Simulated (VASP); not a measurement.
# LiF (Fm-3m) in VASP: notebook

The runs below take LiF through single point, with PBE-based global hybrid with 15 % exact exchange, PBE-based screened hybrid with 10 % exact exchange.

Everything below comes from runs of VASP 6.6.1. Logs are shortened: lines on timing, memory, paths and dates and some standing lists are left out, and cuts for length are marked.

## Step 1: The cell of the first run

The structure is cubic, space group Fm-3m (No. 225). The conventional cell has a = 4.028 Å, b = 4.028 Å, c = 4.028 Å, α = 90.00°, β = 90.00°, γ = 90.00°. Within 2.7 Å of Li (site symmetry m-3m) lie 6 F at 2.01 Å. Within 2.7 Å of F (site symmetry m-3m) lie 6 Li at 2.01 Å.

## Step 2: Single point, PBE-based global hybrid with 15 % exact exchange

Contents of POSCAR:

```
LiF
1.0
    0.0000000000      2.0140017468      2.0140017468
    2.0140017468      0.0000000000      2.0140017468
    2.0140017468      2.0140017468      0.0000000000
Li F
1 1
Direct
    0.0000000000      0.0000000000      0.0000000000
    0.5000000000      0.5000000000      0.5000000000
```

Contents of INCAR.step1:

```
PREC = Accurate
ENCUT = 520
EDIFF = 1E-5
ISMEAR = 0
SIGMA = 0.05
LREAL = F
LASPH = T
NELM = 100
ALGO = Normal
ISIF = 2
LWAVE = T
LCHARG = F
NBANDS = 12
GGA = PE
```

Contents of INCAR.step2:

```
PREC = Accurate
ENCUT = 520
EDIFF = 1E-6
ISMEAR = 0
SIGMA = 0.05
LREAL = F
LASPH = T
NELM = 100
ALGO = Normal
ISIF = 2
LWAVE = F
LCHARG = F
GGA = PE
LHFCALC = T
AEXX = 0.15
PRECFOCK = Normal
NBANDS = 12
ISTART = 1
```

Contents of KPOINTS:

```
Automatic mesh
0
Gamma
  6 6 6
```

Potentials or basis: VASP PAW PBE potentials, release 64 (Li_sv, F).

Launch:

```sh
$ cat potpaw_PBE.64/Li_sv/POTCAR potpaw_PBE.64/F/POTCAR > POTCAR
$ cp INCAR.step1 INCAR
$ mpirun -np 1 vasp_std > vasp.out
$ cp INCAR.step2 INCAR
$ mpirun -np 1 vasp_std > vasp.out
```

OUTCAR:

```text
PREC = Accurate
   ENCUT = 520
   EDIFF = 1E-6
   ISMEAR = 0
   LREAL = F
   LASPH = T
   NELM = 100
   ISIF = 2
   GGA = PE
   LHFCALC = T
   AEXX = 0.15
   PRECFOCK = Normal
   ISTART = 1

 ion  position               nearest neighbor table
   1  0.000  0.000  0.000-   2 2.01   2 2.01   2 2.01   2 2.01   2 2.01   2 2.01
   2  0.500  0.500  0.500-   1 2.01   1 2.01   1 2.01   1 2.01   1 2.01   1 2.01

  LATTYP: Found a face centered cubic cell.
 ALAT       =     4.0280034936

  Lattice vectors:

 A1 = (   0.0000000000,   2.0140017468,   2.0140017468)
 A2 = (   2.0140017468,   0.0000000000,   2.0140017468)
 A3 = (   2.0140017468,   2.0140017468,   0.0000000000)

Analysis of symmetry for initial positions (statically):
=====================================================================
 Subroutine PRICEL returns:
 Original cell was already a primitive cell.

 Routine SETGRP: Setting up the symmetry group for a
 face centered cubic supercell.

 Subroutine GETGRP returns: Found 48 space group operations
 (whereof 48 operations were pure point group operations)
 out of a pool of 48 trial point group operations.

The static configuration has the point symmetry O_h .

Analysis of symmetry for dynamics (positions and initial velocities):
=====================================================================
 Subroutine PRICEL returns:
 Original cell was already a primitive cell.

 Routine SETGRP: Setting up the symmetry group for a
 face centered cubic supercell.

 Subroutine GETGRP returns: Found 48 space group operations
 (whereof 48 operations were pure point group operations)
 out of a pool of 48 trial point group operations.

The dynamic configuration has the point symmetry O_h .

 Subroutine INISYM returns: Found 48 space group operations
 (whereof 48 operations are pure point group operations),
 and found     1 'primitive' translations

----------------------------------------------------------------------------------------

                                     Primitive cell

  volume of cell :      16.3384

  direct lattice vectors                    reciprocal lattice vectors
     0.000000000  2.014001747  2.014001747    -0.248261950  0.248261950  0.248261950
     2.014001747  0.000000000  2.014001747     0.248261950 -0.248261950  0.248261950
     2.014001747  2.014001747  0.000000000     0.248261950  0.248261950 -0.248261950

  length of vectors
     2.848228585  2.848228585  2.848228585     0.430002310  0.430002310  0.430002310

  position of ions in fractional coordinates (direct lattice)
     0.000000000  0.000000000  0.000000000
     0.500000000  0.500000000  0.500000000

  ion indices of the primitive-cell ions
   primitive index   ion index
                 1           1
                 2           2

----------------------------------------------------------------------------------------

 KPOINTS: Automatic mesh

Automatic generation of k-mesh.
 Grid dimensions read from file:
 generate k-points for:    6    6    6

 Generating k-lattice:

  Cartesian coordinates                     Fractional coordinates (reciprocal lattice)
    -0.041376992  0.041376992  0.041376992     0.166666667  0.000000000  0.000000000
     0.041376992 -0.041376992  0.041376992     0.000000000  0.166666667  0.000000000
     0.041376992  0.041376992 -0.041376992     0.000000000  0.000000000  0.166666667

  Length of vectors
     0.071667052  0.071667052  0.071667052

  Shift w.r.t. Gamma in fractional coordinates (k-lattice)
     0.000000000  0.000000000  0.000000000

 Subroutine IBZKPT returns following result:
 ===========================================

 Found     16 irreducible k-points:

 Following reciprocal coordinates:
            Coordinates               Weight
  0.000000  0.000000  0.000000      1.000000
  0.166667  0.000000  0.000000      8.000000
  0.333333  0.000000  0.000000      8.000000
  0.500000  0.000000  0.000000      4.000000
  0.166667  0.166667  0.000000      6.000000
  0.333333  0.166667  0.000000     24.000000
[... 8 lines left out ...]
 -0.333333  0.333333  0.166667     24.000000
 -0.333333  0.500000  0.166667     12.000000
   k-points           NKPTS =     16   k-points in BZ     NKDIM =    216   number of bands    NBANDS=     12
   number of dos      NEDOS =    301   number of ions     NIONS =      2
   total plane-waves  NPLWV =  13824
   dimension x,y,z NGX =    24 NGY =   24 NGZ =   24
   dimension x,y,z NGXF=    48 NGYF=   48 NGZF=   48
   ions per type =               1   1
   NGX,Y,Z   is equivalent  to a cutoff of  14.01, 14.01, 14.01 a.u.
   NGXF,Y,Z  is equivalent  to a cutoff of  28.02, 28.02, 28.02 a.u.
 SYSTEM =  unknown system
   PREC   = accura    normal or accurate (medium, high low for compatibility)
   ISTART =      1    job   : 0-new  1-cont  2-samecut
   ICHARG =      0    charge: 1-file 2-atom 10-const
   ISPIN  =      1    spin polarized calculation?
   LNONCOLLINEAR =      F non collinear calculations
   LSORBIT =      F    spin-orbit coupling
   LASPH  =      T    aspherical Exc in radial PAW
   ENCUT  =  520.0 eV  38.22 Ry    6.18 a.u.   5.30  5.30  5.30*2*pi/ulx,y,z
   NELM   =    100;   NELMIN=  2; NELMDL=  0     # of ELM steps
   EDIFF  = 0.1E-05   stopping-criterion for ELM
   LREAL  =      F    real-space projection
   EDIFFG = 0.1E-04   stopping-criterion for IOM
   NSW    =      0    number of steps for IOM
   IBRION =     -1    ionic relax: 0-MD 1-quasi-New 2-CG
   NFREE  =      0    steps in history (QN), initial steepest desc. (CG)
   ISIF   =      2    stress and relaxation
   ISYM   =      3    0-nonsym 1-usesym 2-fastsym
   POTIM  = 0.5000    time-step for ionic-motion
   TEBEG  =    0.0;   TEEND  =   0.0 temperature during run
   PSTRESS=    0.0 pullay stress
   NELECT =      10.0000    total number of electrons
   NUPDOWN=      -1.0000    fix difference up-down
   EMIN   =  10.00;   EMAX   =-10.00  energy-range for DOS
   EFERMI =   0.00;   METHOD = LEGACY
   ISMEAR =     0;   SIGMA  =   0.05  broadening in eV -4-tet -1-fermi 0-gaus
   EFERMI_NEDOS =   21; number of points for ismear=-14 and -15
   IALGO  =     38    algorithm
   IMIX   =      1    mixing-type and parameters
     AMIX     =   0.40;   BMIX     =  1.00
     AMIX_MAG =   1.60;   BMIX_MAG =  1.00
  volume/ion in A,a.u.               =       8.17        55.13
  Fermi-wavevector in a.u.,A,eV,Ry     =   1.389969  2.626660 26.286629  1.932013
  Thomas-Fermi vector in A             =   2.513949
   LORBIT       =      0    0 simple, 1 ext, 2 COOP (PROOUT), +10 PAW based schemes
   GGA     = PE    functional components
   LHFCALC =     T    Hartree Fock is set to
   PRECFOCK=normal    Normal, Fast or Accurate (Low or Medium for compatibility)
   ENCUT4O =  -1.0   cutoff for four orbital integrals eV
   NKREDX  =     1    reduce k-point grid by
   NKREDY  =     1    reduce k-point grid by
   NKREDZ  =     1    reduce k-point grid by
   AEXX    =    0.1500 exact exchange contribution
   HFSCREEN=    0.0000 screening length (either q_TF or 0.3 A-1)
   HFSCREENC=   0.0000 screening length for correlation (either q_TF or 0.3 A-1)
   ENCUTFOCK=  -1.0 apply spherical cutoff to Coloumb kernel
   IVDW    =     0    specifies the selected vdW correction
   LEPSILON=     F    determine dielectric tensor
   LRPA    =     F    only Hartree local field effects (RPA)
 non-spin polarized calculation
 Gauss-broadening in eV      SIGMA  =   0.05
  energy-cutoff  :      520.00
  volume of cell :       16.34
 maximum number of plane-waves:       459
 NGX is ok and might be reduce to    24
  NGX = 16; NGY = 16; NGZ = 16

 number of electron       9.9999992 magnetization

 Free energy of the ion-electron system (eV)
  ---------------------------------------------------
  ext. energy  EPLUGINS =         0.00000000
  ---------------------------------------------------
  free energy    TOTEN  =       -10.99850441 eV

  energy without entropy =      -10.99850441  energy(sigma->0) =      -10.99850441

 E-fermi :  -1.8944     XC(G=0):  -8.6686

 val. band max:       -2.2946912294   @ k =   0.0000   0.0000   0.0000
 cond. band min:       8.6248315193   @ k =   0.0000   0.0000   0.0000
 fundamental gap:     10.9195227487
 Fermi energy:        -1.8943853265

 k-point     1 :       0.0000    0.0000    0.0000
  band No.  band energies     occupation
      1     -44.4520      2.00000
      2     -23.2360      2.00000
      3      -2.2947      2.00000
      4      -2.2947      2.00000
      5      -2.2947      2.00000
      6       8.6248      0.00000
      7      23.7362      0.00000
      8      23.7362      0.00000
      9      23.7362      0.00000
     10      23.9957      0.00000
     11      23.9957      0.00000
     12      23.9957      0.00000

 k-point     2 :       0.1667    0.0000    0.0000
  band No.  band energies     occupation
      1     -44.4371      2.00000
      2     -23.1293      2.00000
      3      -3.0396      2.00000
      4      -2.3574      2.00000
      5      -2.3574      2.00000
      6       9.3585      0.00000
      7      19.2071      0.00000
      8      21.4203      0.00000
      9      21.4203      0.00000
     10      25.7237      0.00000
     11      25.9369      0.00000
     12      25.9369      0.00000

 k-point     3 :       0.3333    0.0000    0.0000
  band No.  band energies     occupation
      1     -44.4073      2.00000
      2     -22.9047      2.00000
      3      -4.3285      2.00000
      4      -2.4774      2.00000
      5      -2.4774      2.00000
      6      10.2541      0.00000
      7      16.7876      0.00000
      8      19.3374      0.00000
      9      19.3374      0.00000
     10      27.9983      0.00000
     11      28.7846      0.00000
     12      28.7846      0.00000

 k-point     4 :       0.5000    0.0000    0.0000
  band No.  band energies     occupation
      1     -44.3924      2.00000
      2     -22.7863      2.00000
      3      -4.9089      2.00000
      4      -2.5348      2.00000
      5      -2.5348      2.00000
      6      10.3313      0.00000
      7      16.5069      0.00000
      8      18.5684      0.00000
      9      18.5684      0.00000
     10      30.1555      0.00000
     11      30.8976      0.00000
     12      30.8976      0.00000

 k-point     5 :       0.1667    0.1667    0.0000
  band No.  band energies     occupation
      1     -44.4323      2.00000
      2     -23.0870      2.00000
      3      -3.0061      2.00000
      4      -2.5617      2.00000
      5      -2.5617      2.00000
      6       9.7614      0.00000
      7      20.0794      0.00000
      8      20.9172      0.00000
      9      21.0048      0.00000
     10      21.0048      0.00000
     11      29.2249      0.00000
     12      29.2249      0.00000
[... 108 lines left out ...]
      1     -44.3766      2.00000
      2     -22.5170      2.00000
      3      -5.3852      2.00000
      4      -3.3302      2.00000
      5      -3.3302      2.00000
      6      14.5376      0.00000
      7      16.0017      0.00000
      8      17.1451      0.00000
      9      20.0405      0.00000
     10      20.0405      0.00000
     11      33.2566      0.00000
     12      38.1640      0.00000

 k-point    14 :       0.5000    0.3333    0.1667
  band No.  band energies     occupation
      1     -44.3892      2.00000
      2     -22.7018      2.00000
      3      -4.4694      2.00000
      4      -3.5837      2.00000
      5      -2.8344      2.00000
      6      12.4355      0.00000
      7      15.5486      0.00000
      8      18.5518      0.00000
      9      19.3927      0.00000
     10      24.2172      0.00000
     11      30.5613      0.00000
     12      34.3539      0.00000

 k-point    15 :      -0.3333    0.3333    0.1667
  band No.  band energies     occupation
      1     -44.3798      2.00000
      2     -22.6056      2.00000
      3      -4.5813      2.00000
      4      -4.0076      2.00000
      5      -2.9490      2.00000
      6      13.1698      0.00000
      7      15.0587      0.00000
      8      18.2704      0.00000
      9      18.9773      0.00000
     10      26.9493      0.00000
     11      27.7729      0.00000
     12      35.3006      0.00000

 k-point    16 :      -0.3333    0.5000    0.1667
  band No.  band energies     occupation
      1     -44.3759      2.00000
      2     -22.5367      2.00000
      3      -4.9239      2.00000
      4      -3.9025      2.00000
      5      -3.1788      2.00000
      6      14.5823      0.00000
      7      15.0653      0.00000
      8      17.1395      0.00000
      9      19.2552      0.00000
     10      23.6844      0.00000
     11      31.3476      0.00000
     12      33.8239      0.00000

------------------------ aborting loop because EDIFF is reached ----------------------------------------

  FORCE on cell =-STRESS in cart. coord.  units (eV):
  Direction    XX          YY          ZZ          XY          YZ          ZX
  --------------------------------------------------------------------------------------
  -------------------------------------------------------------------------------------
  Total       -0.0100970     -0.0100970     -0.0100970      0.0000000      0.0000000     -0.0000000
  in kB       -0.9901299     -0.9901299     -0.9901299      0.0000000      0.0000000     -0.0000000
  external PRESSURE =      -0.9901299 kB  Pullay stress =       0.0000000 kB

 VOLUME and BASIS-vectors are now :
 -----------------------------------------------------------------------------
  energy-cutoff  :      520.00
  volume of cell :       16.34
      direct lattice vectors                 reciprocal lattice vectors
     0.000000000  2.014001747  2.014001747    -0.248261950  0.248261950  0.248261950
     2.014001747  0.000000000  2.014001747     0.248261950 -0.248261950  0.248261950
     2.014001747  2.014001747  0.000000000     0.248261950  0.248261950 -0.248261950

 POSITION                                       TOTAL-FORCE (eV/Angst)
 -----------------------------------------------------------------------------------
      0.00000      0.00000      0.00000         0.000000      0.000000     -0.000000
      2.01400      2.01400      2.01400        -0.000000     -0.000000      0.000000
 -----------------------------------------------------------------------------------
    total drift:                               -0.000000     -0.000000      0.000000

  FREE ENERGIE OF THE ION-ELECTRON SYSTEM (eV)
  ---------------------------------------------------
  free  energy   TOTEN  =       -10.9985044090 eV

  energy  without entropy=      -10.9985044090  energy(sigma->0) =      -10.99850441
```

Run time: 4.7 min. Hardware: 1 thread of Oxide Virtual Turin-like, shared host; peak memory 0.1 GiB.

What came out:

- Free energy: -10.9985 eV
- Band gap on the k mesh: 10.92 eV

Levels at points of the mesh, in eV from the valence-band top:
```tsv
k point	band 3	band 4	band 5	band 6	band 7	band 8
(0.00, 0.00, 0.00)	0.00	0.00	0.00	10.92	26.03	26.03
(0.50, 0.00, 0.00)	-2.61	-0.24	-0.24	12.63	18.80	20.86
(0.50, 0.50, 0.00)	-3.09	-1.04	-1.04	16.83	18.30	19.44
```

Caveat: the k points lie up to 0.45 Å⁻¹ apart; the cutoff is under 1.25 times the usual one of these potentials, so pressure, stress and relaxed cells hold a basis-set (Pulay) error; the PAW data sets were made with another functional, which shifts forces and pressure a little.

## Step 3: Single point, PBE-based screened hybrid with 10 % exact exchange

POSCAR is that of step 2.

INCAR.step1, as its differences from that of step 2:

```diff
@@ -11,4 +11,3 @@
 LWAVE = T
-LCHARG = F
+GGA = PE
 NBANDS = 12
-GGA = PE
```

INCAR.step2, as its differences from that of step 2:

```diff
@@ -11,8 +11,11 @@
 LWAVE = F
-LCHARG = F
+LCHARG = T
 GGA = PE
 LHFCALC = T
-AEXX = 0.15
+AEXX = 0.1
+HFSCREEN = 0.20787
 PRECFOCK = Normal
+LELF = T
+LVHAR = T
+ISTART = 1
 NBANDS = 12
-ISTART = 1
```

Contents of KPOINTS:

```
regular mesh
0
Gamma
  6 6 6
```

Potentials or basis: VASP PAW PBE potentials, release 64 (Li_sv, F).

Launch:

```sh
$ cat potpaw_PBE.64/Li_sv/POTCAR potpaw_PBE.64/F/POTCAR > POTCAR
$ cp INCAR.step1 INCAR
$ mpirun -np 1 vasp_std > vasp.out
$ cp INCAR.step2 INCAR
$ mpirun -np 1 vasp_std > vasp.out
```

Run time: 6.7 min. Hardware: 1 thread of Oxide Virtual Turin-like, shared host; peak memory 0.2 GiB.

Results (log left out):

| Item | Value |
| --- | --- |
| Free energy | -10.3302 eV |
| Band gap on the k mesh | 10.00 eV |

Levels at points of the mesh, in eV from the valence-band top:
```tsv
k point	band 2	band 3	band 4	band 5	band 6	band 7	band 8	band 9
(0.00, 0.00, 0.00)	-20.62	0.00	0.00	0.00	10.00	25.02	25.02	25.02
(0.50, 0.00, 0.00)	-20.17	-2.58	-0.24	-0.24	11.70	17.80	19.89	19.89
(0.50, 0.50, 0.00)	-19.91	-3.06	-1.02	-1.02	15.84	17.38	18.46	21.32
```

Caveat: the k points lie up to 0.45 Å⁻¹ apart; the cutoff is under 1.25 times the usual one of these potentials, so pressure, stress and relaxed cells hold a basis-set (Pulay) error; the PAW data sets were made with another functional, which shifts forces and pressure a little.
